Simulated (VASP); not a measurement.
# ZrAg3 (Pm-3m) in VASP: notebook

ZrAg3 is run at these levels: PBE, PBEsol, LDA; tasks: single point.

Program: VASP 6.6.1. These are calculated values, not measurements. Logs are shortened: lines on timing, memory, paths and dates and some standing lists are left out, and cuts for length are marked.

**1. The cell of the first run**

Symmetry: Pm-3m, No. 221, cubic system. The conventional cell has a = 4.273 Å, b = 4.273 Å, c = 4.273 Å, α = 90.00°, β = 90.00°, γ = 90.00°. Within 4.0 Å of Zr (site symmetry m-3m) lie 12 Ag at 3.02 Å. Within 4.0 Å of Ag (site symmetry 4/mmm) lie 4 Zr at 3.02 Å and 8 Ag at 3.02 Å.

**2. Single point, PBE**

INCAR reads:

```
SYSTEM = ZrAg3
PREC = Accurate ; ENCUT = 520
EDIFF = 1E-7 ; ISMEAR = 1
SIGMA = 0.01 ; LREAL = .FALSE.
LASPH = .TRUE. ; NELM = 80
ALGO = Normal ; ISIF = 2
LWAVE = .FALSE. ; LCHARG = .FALSE.
GGA = PE ; NBANDS = 30
```

KPOINTS reads:

```
regular mesh
0
G
  8 8 8
  0 0 0
```

POSCAR reads:

```
ZrAg3
1.0
    4.2726351013      0.0000000000      0.0000000000
    0.0000000000      4.2726351013      0.0000000000
    0.0000000000      0.0000000000      4.2726351013
Zr Ag
1 3
Direct
    0.0000000000      0.0000000000      0.0000000000
    0.0000000000      0.5000000000      0.5000000000
    0.5000000000      0.5000000000      0.0000000000
    0.5000000000      0.0000000000      0.5000000000
```

Potentials or basis: VASP PAW PBE potentials, release 64 (Zr_sv, Ag).

On the command line:

```sh
$ cat potpaw_PBE.64/Zr_sv/POTCAR potpaw_PBE.64/Ag/POTCAR > POTCAR
$ mpirun -np 1 vasp_std > vasp.out
```

OUTCAR:

```text
SYSTEM = ZrAg3
   PREC = Accurate
   ENCUT = 520
   EDIFF = 1E-7
   ISMEAR = 1
   LREAL = .FALSE.
   LASPH = .TRUE.
   NELM = 80
   ISIF = 2
   GGA = PE

 ion  position               nearest neighbor table
   1  0.000  0.000  0.000-   2 3.02   3 3.02   4 3.02   2 3.02   4 3.02   2 3.02   3 3.02   2 3.02
                             3 3.02   4 3.02   4 3.02   3 3.02
   2  0.000  0.500  0.500-   1 3.02   3 3.02   4 3.02   1 3.02   3 3.02   1 3.02   4 3.02   1 3.02
                             3 3.02   4 3.02   3 3.02   4 3.02
   3  0.500  0.500  0.000-   1 3.02   2 3.02   4 3.02   2 3.02   4 3.02   1 3.02   4 3.02   4 3.02
                             1 3.02   2 3.02   2 3.02   1 3.02
   4  0.500  0.000  0.500-   1 3.02   2 3.02   3 3.02   1 3.02   3 3.02   2 3.02   3 3.02   3 3.02
                             1 3.02   2 3.02   1 3.02   2 3.02

  LATTYP: Found a simple cubic cell.
 ALAT       =     4.2726351013

  Lattice vectors:

 A1 = (   4.2726351013,   0.0000000000,   0.0000000000)
 A2 = (   0.0000000000,   4.2726351013,   0.0000000000)
 A3 = (   0.0000000000,   0.0000000000,   4.2726351013)

Analysis of symmetry for initial positions (statically):
=====================================================================
 Subroutine PRICEL returns:
 Original cell was already a primitive cell.

 Routine SETGRP: Setting up the symmetry group for a
 simple cubic supercell.

 Subroutine GETGRP returns: Found 48 space group operations
 (whereof 48 operations were pure point group operations)
 out of a pool of 48 trial point group operations.

The static configuration has the point symmetry O_h .

Analysis of symmetry for dynamics (positions and initial velocities):
=====================================================================
 Subroutine PRICEL returns:
 Original cell was already a primitive cell.

 Routine SETGRP: Setting up the symmetry group for a
 simple cubic supercell.

 Subroutine GETGRP returns: Found 48 space group operations
 (whereof 48 operations were pure point group operations)
 out of a pool of 48 trial point group operations.

The dynamic configuration has the point symmetry O_h .

 Subroutine INISYM returns: Found 48 space group operations
 (whereof 48 operations are pure point group operations),
 and found     1 'primitive' translations

----------------------------------------------------------------------------------------

                                     Primitive cell

  volume of cell :      77.9987

  direct lattice vectors                    reciprocal lattice vectors
     4.272635101  0.000000000  0.000000000     0.234047602  0.000000000  0.000000000
     0.000000000  4.272635101  0.000000000     0.000000000  0.234047602  0.000000000
     0.000000000  0.000000000  4.272635101     0.000000000  0.000000000  0.234047602

  length of vectors
     4.272635101  4.272635101  4.272635101     0.234047602  0.234047602  0.234047602

  position of ions in fractional coordinates (direct lattice)
     0.000000000  0.000000000  0.000000000
     0.000000000  0.500000000  0.500000000
     0.500000000  0.500000000  0.000000000
     0.500000000  0.000000000  0.500000000

  ion indices of the primitive-cell ions
   primitive index   ion index
                 1           1
                 2           2
                 3           3
                 4           4

----------------------------------------------------------------------------------------

 KPOINTS: regular mesh

Automatic generation of k-mesh.
 Grid dimensions read from file:
 generate k-points for:    8    8    8

 Generating k-lattice:

  Cartesian coordinates                     Fractional coordinates (reciprocal lattice)
     0.029255950  0.000000000  0.000000000     0.125000000  0.000000000  0.000000000
     0.000000000  0.029255950  0.000000000     0.000000000  0.125000000  0.000000000
     0.000000000  0.000000000  0.029255950     0.000000000  0.000000000  0.125000000

  Length of vectors
     0.029255950  0.029255950  0.029255950

  Shift w.r.t. Gamma in fractional coordinates (k-lattice)
     0.000000000  0.000000000  0.000000000

 Subroutine IBZKPT returns following result:
 ===========================================

 Found     35 irreducible k-points:

 Following reciprocal coordinates:
            Coordinates               Weight
  0.000000  0.000000  0.000000      1.000000
  0.125000  0.000000  0.000000      6.000000
  0.250000  0.000000  0.000000      6.000000
  0.375000  0.000000  0.000000      6.000000
  0.500000  0.000000  0.000000      3.000000
  0.125000  0.125000  0.000000     12.000000
[... 16 lines left out ...]
  0.375000  0.375000  0.125000     24.000000
  0.500000  0.375000  0.125000     24.000000
 [... further k-points ...]
   k-points           NKPTS =     35   k-points in BZ     NKDIM =     35   number of bands    NBANDS=     30
   number of dos      NEDOS =    301   number of ions     NIONS =      4
   total plane-waves  NPLWV =  32768
[... 35 lines left out ...]
     AMIX_MAG =   1.60;   BMIX_MAG =  1.00
  volume/ion in A,a.u.               =      19.50       131.59
  Fermi-wavevector in a.u.,A,eV,Ry     =   1.362856  2.575424 25.271129  1.857376
  Thomas-Fermi vector in A             =   2.489309
   LORBIT       =      0    0 simple, 1 ext, 2 COOP (PROOUT), +10 PAW based schemes
   GGA     = PE    functional components
   LHFCALC =     F    Hartree Fock is set to
   AEXX    =    0.0000 exact exchange contribution
   IVDW    =     0    specifies the selected vdW correction
   LEPSILON=     F    determine dielectric tensor
   LRPA    =     F    only Hartree local field effects (RPA)
 non-spin polarized calculation
 Methfessel and Paxton  Order N= 1 SIGMA  =   0.01
  energy-cutoff  :      520.00
  volume of cell :       78.00
 maximum number of plane-waves:      2176
 NGX is ok and might be reduce to    32
   NGX = 15   NGY = 15   NGZ = 15

 number of electron      44.9999970 magnetization

 Free energy of the ion-electron system (eV)
  ---------------------------------------------------
  ext. energy  EPLUGINS =         0.00000000
  ---------------------------------------------------
  free energy    TOTEN  =       -15.91055089 eV

  energy without entropy =      -15.91043618  energy(sigma->0) =      -15.91051266

 E-fermi :   8.2042     XC(G=0): -11.6156

 val. band max:        8.2021922337   @ k =   0.3750   0.3750   0.2500
 cond. band min:       8.2314004412   @ k =   0.3750   0.2500   0.0000
 fundamental gap:      0.0292082075
 Fermi energy:         8.2042093652

 k-point     1 :       0.0000    0.0000    0.0000
  band No.  band energies     occupation
      1     -41.6818      2.00000
      2     -19.6475      2.00000
      3     -19.6475      2.00000
      4     -19.6475      2.00000
      5       1.1239      2.00000
      6       2.2893      2.00000
[... 22 lines left out ...]
     29      15.8772      0.00000
     30      15.9340      0.00000

 k-point     2 :       0.1250    0.0000    0.0000
  band No.  band energies     occupation
      1     -41.6817      2.00000
      2     -19.6523      2.00000
      3     -19.6477      2.00000
      4     -19.6477      2.00000
      5       1.2817      2.00000
      6       2.3486      2.00000
[... 22 lines left out ...]
     29      15.1595      0.00000
     30      15.8872      0.00000

 k-point     3 :       0.2500    0.0000    0.0000
  band No.  band energies     occupation
      1     -41.6812      2.00000
      2     -19.6638      2.00000
      3     -19.6483      2.00000
      4     -19.6483      2.00000
      5       1.7313      2.00000
      6       2.5009      2.00000
[... 22 lines left out ...]
     29      14.2390      0.00000
     30      15.8527      0.00000

 k-point     4 :       0.3750    0.0000    0.0000
  band No.  band energies     occupation
      1     -41.6808      2.00000
      2     -19.6753      2.00000
      3     -19.6488      2.00000
      4     -19.6488      2.00000
      5       2.3443      2.00000
      6       2.6949      2.00000
[... 616 lines left out ...]
     29      13.7971      0.00000
     30      14.4252      0.00000

 k-point    23 :       0.3750    0.3750    0.1250
  band No.  band energies     occupation
      1     -41.6800      2.00000
      2     -19.6716      2.00000
      3     -19.6698      2.00000
      4     -19.6527      2.00000
      5       2.7675      2.00000
      6       2.8105      2.00000
[... 22 lines left out ...]
     29      14.0361      0.00000
     30      15.6425      0.00000

 k-point    24 :       0.5000    0.3750    0.1250
  band No.  band energies     occupation
      1     -41.6798      2.00000
      2     -19.6743      2.00000
      3     -19.6700      2.00000
      4     -19.6528      2.00000
      5       2.8116      2.00000
      6       2.8756      2.00000
[... 22 lines left out ...]
     29      14.4570      0.00000
     30      15.2303      0.00000

 [... further k-points ...]

------------------------ aborting loop because EDIFF is reached ----------------------------------------

  FORCE on cell =-STRESS in cart. coord.  units (eV):
  Direction    XX          YY          ZZ          XY          YZ          ZX
  --------------------------------------------------------------------------------------
  -------------------------------------------------------------------------------------
  Total        0.0274372      0.0274372      0.0274372      0.0000000      0.0000000      0.0000000
  in kB        0.5635891      0.5635891      0.5635891      0.0000000      0.0000000      0.0000000
  external PRESSURE =       0.5635891 kB  Pullay stress =       0.0000000 kB

 VOLUME and BASIS-vectors are now :
 -----------------------------------------------------------------------------
  energy-cutoff  :      520.00
  volume of cell :       78.00
      direct lattice vectors                 reciprocal lattice vectors
     4.272635101  0.000000000  0.000000000     0.234047602  0.000000000  0.000000000
     0.000000000  4.272635101  0.000000000     0.000000000  0.234047602  0.000000000
     0.000000000  0.000000000  4.272635101     0.000000000  0.000000000  0.234047602

 POSITION                                       TOTAL-FORCE (eV/Angst)
 -----------------------------------------------------------------------------------
      0.00000      0.00000      0.00000         0.000000      0.000000      0.000000
      0.00000      2.13632      2.13632         0.000000      0.000000      0.000000
      2.13632      2.13632      0.00000         0.000000      0.000000      0.000000
      2.13632      0.00000      2.13632         0.000000      0.000000      0.000000
 -----------------------------------------------------------------------------------
    total drift:                                0.000000     -0.000000     -0.000000

  FREE ENERGIE OF THE ION-ELECTRON SYSTEM (eV)
  ---------------------------------------------------
  free  energy   TOTEN  =       -15.9105508945 eV

  energy  without entropy=      -15.9104361833  energy(sigma->0) =      -15.91051266
```

It took 27 s on 1 thread of Intel Xeon 6975P-C (Granite Rapids), shared host; peak memory 0.22 GiB.

What came out:

- Free energy: -15.9106 eV
- Pressure: 0.1 GPa
- Band gap on the k mesh: zero (an odd number of electrons rules out a gap without spin polarisation)

**3. Single point, PBE**

INCAR reads:

```
SYSTEM = ZrAg3
ALGO = Normal
EDIFF = 1E-7
ENCUT = 520
GGA = PE
ISIF = 2
ISMEAR = 0
LASPH = .TRUE.
LCHARG = .TRUE.
LELF = .TRUE.
LREAL = .FALSE.
LVHAR = .TRUE.
LWAVE = .FALSE.
NBANDS = 30
NELM = 80
PREC = Accurate
SIGMA = 0.05
```

KPOINTS reads:

```
k-points
0
G
  8 8 8
  0 0 0
```

POSCAR is that of step 2.

Potentials or basis: VASP PAW PBE potentials, release 64 (Zr_sv, Ag).

On the command line:

```sh
$ cat potpaw_PBE.64/Zr_sv/POTCAR potpaw_PBE.64/Ag/POTCAR > POTCAR
$ mpirun -np 1 vasp_std > vasp.out
```

Run time: 26 s. Hardware: 1 thread of Intel Xeon 6975P-C (Granite Rapids), shared host; peak memory 0.21 GiB.

The run converged. Its results:

| Property | Result |
| --- | --- |
| Free energy | -15.9144 eV |
| Pressure | 0.0 GPa |
| Band gap on the k mesh | zero (an odd number of electrons rules out a gap without spin polarisation) |

Levels at points of the mesh, in eV from the Fermi level:
| k point | band 19 | band 20 | band 21 | band 22 | band 23 | band 24 | band 25 | band 26 | band 27 | band 28 |
| --- | --- | --- | --- | --- | --- | --- | --- | --- | --- | --- |
| (0.00, 0.00, 0.00) | -3.11 | -3.11 | 0.52 | 0.52 | 1.70 | 1.70 | 1.70 | 2.19 | 2.19 | 2.19 |
| (0.50, 0.00, 0.00) | -3.65 | -3.64 | -3.11 | -0.04 | -0.04 | 0.16 | 1.50 | 2.07 | 5.23 | 5.79 |
| (0.50, 0.50, 0.00) | -3.89 | -3.66 | -2.24 | -0.82 | -0.82 | 0.43 | 0.43 | 1.55 | 2.79 | 3.55 |
| (0.50, 0.50, 0.50) | -3.32 | -0.32 | -0.32 | -0.32 | -0.28 | -0.05 | -0.05 | -0.05 | 2.13 | 2.13 |

**4. Single point, PBEsol**

INCAR reads:

```
SYSTEM = ZrAg3
ALGO = Fast
EDIFF = 1E-6
ENCUT = 520
GGA = PS
ISIF = 2
ISMEAR = 0
LASPH = .True.
LCHARG = .False.
LREAL = .False.
LWAVE = .False.
NBANDS = 30
NELM = 80
PREC = Accurate
SIGMA = 0.05
```

KPOINTS reads:

```
k-points
0
Gamma
  8 8 8
  0 0 0
```

POSCAR is that of step 3.

On the command line:

```sh
$ cat potpaw_PBE.64/Zr_sv/POTCAR potpaw_PBE.64/Ag/POTCAR > POTCAR
$ mpirun -np 1 vasp_std > vasp.out
```

It took 32 s on 1 thread of Intel Xeon 6975P-C (Granite Rapids), shared host; peak memory 0.22 GiB.

It converged, with:

| Property | Result |
| --- | --- |
| Free energy | -18.1823 eV |
| Pressure | -5.6 GPa |
| Band gap on the k mesh | zero (an odd number of electrons rules out a gap without spin polarisation) |

Levels at points of the mesh, in eV from the Fermi level:
| k point | band 21 | band 22 | band 23 | band 24 | band 25 | band 26 |
| --- | --- | --- | --- | --- | --- | --- |
| (0.00, 0.00, 0.00) | 0.54 | 0.54 | 1.66 | 1.66 | 1.66 | 2.22 |
| (0.50, 0.00, 0.00) | -3.06 | -0.04 | -0.04 | 0.18 | 1.51 | 2.09 |
| (0.50, 0.50, 0.00) | -2.26 | -0.82 | -0.82 | 0.44 | 0.44 | 1.56 |
| (0.50, 0.50, 0.50) | -0.31 | -0.31 | -0.31 | -0.07 | -0.07 | -0.07 |

Caveat: the cell stands under tension; the PAW data sets were made with another functional, which shifts forces and pressure a little.

**5. Single point, LDA**

INCAR reads:

```
SYSTEM = ZrAg3
PREC = Accurate
ENCUT = 520
EDIFF = 1E-7
ISMEAR = 0
SIGMA = 0.05
LREAL = .FALSE.
LASPH = .TRUE.
NELM = 100
ALGO = Normal
ISIF = 2
LWAVE = .FALSE.
LCHARG = .FALSE.
NBANDS = 30
```

KPOINTS reads:

```
regular mesh
0
G
  8 8 8
  0 0 0
```

POSCAR is that of step 4.

Potentials or basis: VASP PAW LDA potentials, release 64 (Zr_sv, Ag).

On the command line:

```sh
$ cat potpaw_LDA.64/Zr_sv/POTCAR potpaw_LDA.64/Ag/POTCAR > POTCAR
$ mpirun -np 1 vasp_std > vasp.out
```

It took 24 s on 1 thread of Intel Xeon 6975P-C (Granite Rapids), shared host; peak memory 0.2 GiB.

Results (log left out):

```
Free energy            : -19.6928 eV
Pressure               : -8.9 GPa
Band gap on the k mesh : zero (an odd number of electrons rules out a gap without spin polarisation)
```

Levels at points of the mesh, in eV from the Fermi level:
```
           k point  band 19  band 20  band 21  band 22  band 23  band 24  band 25  band 26  band 27  band 28
(0.00, 0.00, 0.00)    -3.07    -3.07     0.54     0.54     1.66     1.66     1.66     2.21     2.21     2.21
(0.50, 0.00, 0.00)    -3.64    -3.60    -3.07    -0.05    -0.05     0.18     1.49     2.08     5.11     5.77
(0.50, 0.50, 0.00)    -3.86    -3.71    -2.24    -0.82    -0.82     0.43     0.43     1.54     2.79     3.55
(0.50, 0.50, 0.50)    -3.28    -0.33    -0.33    -0.33    -0.33    -0.04    -0.04    -0.04     2.14     2.14
```

Caveat: the cell stands under tension.

**6. Single point, PBE (19.89 Å³/atom)**

This run uses another cell than the first one, of 19.89 Å³/atom.

INCAR reads:

```
SYSTEM = ZrAg3
ALGO = Normal ; EDIFF = 1E-6
ENCUT = 520 ; GGA = PE
ISIF = 2 ; ISMEAR = 0
LASPH = .True. ; LCHARG = .True.
LELF = .True. ; LREAL = .False.
LVHAR = .True. ; LWAVE = .False.
NBANDS = 30 ; NELM = 60
PREC = Accurate ; SIGMA = 0.05
```

KPOINTS reads:

```
k-points
0
Gamma
  8 8 8
  0 0 0
```

POSCAR reads:

```
ZrAg3
1.0
    4.3009315226      0.0000000000      0.0000000000
    0.0000000000      4.3009315226      0.0000000000
    0.0000000000      0.0000000000      4.3009315226
Zr Ag
1 3
Direct
    0.0000000000      0.0000000000      0.0000000000
    0.0000000000      0.5000000000      0.5000000000
    0.5000000000      0.5000000000      0.0000000000
    0.5000000000      0.0000000000      0.5000000000
```

Potentials or basis: VASP PAW PBE potentials, release 64 (Zr_sv, Ag).

On the command line:

```sh
$ cat potpaw_PBE.64/Zr_sv/POTCAR potpaw_PBE.64/Ag/POTCAR > POTCAR
$ mpirun -np 1 vasp_std > vasp.out
```

Run time: 22 s. Hardware: 1 thread of Intel Xeon 6975P-C (Granite Rapids), shared host; peak memory 0.21 GiB.

It converged, with:

| Quantity | Value |
| --- | --- |
| Free energy | -15.9064 eV |
| Pressure | -1.8 GPa |
| Band gap on the k mesh | zero (an odd number of electrons rules out a gap without spin polarisation) |

Levels at points of the mesh, in eV from the Fermi level:
```tsv
k point	band 19	band 20	band 21	band 22	band 23	band 24	band 25	band 26	band 27	band 28
(0.00, 0.00, 0.00)	-3.09	-3.09	0.50	0.50	1.70	1.70	1.70	2.13	2.13	2.13
(0.50, 0.00, 0.00)	-3.60	-3.59	-3.09	-0.03	-0.03	0.16	1.47	2.01	5.13	5.69
(0.50, 0.50, 0.00)	-3.84	-3.57	-2.19	-0.83	-0.83	0.43	0.43	1.51	2.71	3.48
(0.50, 0.50, 0.50)	-3.29	-0.34	-0.34	-0.34	-0.22	-0.03	-0.03	-0.03	2.07	2.07
```

**7. Single point, PBE (20.28 Å³/atom)**

This run uses another cell than the first one, of 20.28 Å³/atom.

INCAR reads:

```
PREC = Accurate ; ENCUT = 520
EDIFF = 1E-6 ; ISMEAR = 0
SIGMA = 0.05 ; LREAL = F
LASPH = T ; NELM = 60
ALGO = Normal ; ISIF = 2
LWAVE = F ; LCHARG = F
GGA = PE ; NBANDS = 30
```

KPOINTS reads:

```
regular mesh
0
Gamma
  8 8 8
```

POSCAR reads:

```
ZrAg3
1.0
    4.3288604320      0.0000000000      0.0000000000
    0.0000000000      4.3288604320      0.0000000000
    0.0000000000      0.0000000000      4.3288604320
Zr Ag
1 3
Direct
    0.0000000000      0.0000000000      0.0000000000
    0.0000000000      0.5000000000      0.5000000000
    0.5000000000      0.5000000000      0.0000000000
    0.5000000000      0.0000000000      0.5000000000
```

On the command line:

```sh
$ cat potpaw_PBE.64/Zr_sv/POTCAR potpaw_PBE.64/Ag/POTCAR > POTCAR
$ mpirun -np 1 vasp_std > vasp.out
```

Wall time 22 s (1 thread of Intel Xeon 6975P-C (Granite Rapids), shared host); peak memory 0.22 GiB.

The run converged. Its results:

| Item | Value |
| --- | --- |
| Free energy | -15.8823 eV |
| Pressure | -3.3 GPa |
| Band gap on the k mesh | zero (an odd number of electrons rules out a gap without spin polarisation) |

Levels at points of the mesh, in eV from the Fermi level:
| k point | band 20 | band 21 | band 22 | band 23 | band 24 | band 25 | band 26 | band 27 |
| --- | --- | --- | --- | --- | --- | --- | --- | --- |
| (0.00, 0.00, 0.00) | -3.07 | 0.47 | 0.47 | 1.70 | 1.70 | 1.70 | 2.07 | 2.07 |
| (0.50, 0.00, 0.00) | -3.54 | -3.07 | -0.02 | -0.02 | 0.15 | 1.44 | 1.95 | 5.03 |
| (0.50, 0.50, 0.00) | -3.49 | -2.14 | -0.84 | -0.84 | 0.42 | 0.42 | 1.48 | 2.63 |
| (0.50, 0.50, 0.50) | -0.36 | -0.36 | -0.36 | -0.15 | -0.02 | -0.02 | -0.02 | 2.02 |

Caveat: the cell stands under tension.

**8. Summary**

| level | potentials or basis | cell | smearing | gap on the mesh (eV) | pressure (GPa) |
| --- | --- | --- | --- | --- | --- |
| PBE | VASP PAW PBE potentials, release 64 (Zr_sv, Ag) | a = 4.273 Å, 4 atoms | methfessel-paxton 0.01 eV | none | 0.1 |
| PBE | VASP PAW PBE potentials, release 64 (Zr_sv, Ag) | a = 4.273 Å, 4 atoms | gaussian 0.05 eV | none | 0.0 |
| PBEsol | VASP PAW PBE potentials, release 64 (Zr_sv, Ag) | a = 4.273 Å, 4 atoms | gaussian 0.05 eV | none | -5.6 |
| LDA | VASP PAW LDA potentials, release 64 (Zr_sv, Ag) | a = 4.273 Å, 4 atoms | gaussian 0.05 eV | none | -8.9 |
| PBE | VASP PAW PBE potentials, release 64 (Zr_sv, Ag) | a = 4.301 Å, 4 atoms | gaussian 0.05 eV | none | -1.8 |
| PBE | VASP PAW PBE potentials, release 64 (Zr_sv, Ag) | a = 4.329 Å, 4 atoms | gaussian 0.05 eV | none | -3.3 |

Alike in all rows: task single point; no spin polarisation; k mesh 8 × 8 × 8; cutoff (eV) 520.

Caveats: the cell stands under tension (at least some runs); the PAW data sets were made with another functional, which shifts forces and pressure a little (at least some runs).

Total energies depend on the potentials used, so only differences within one code and one set of settings carry meaning.
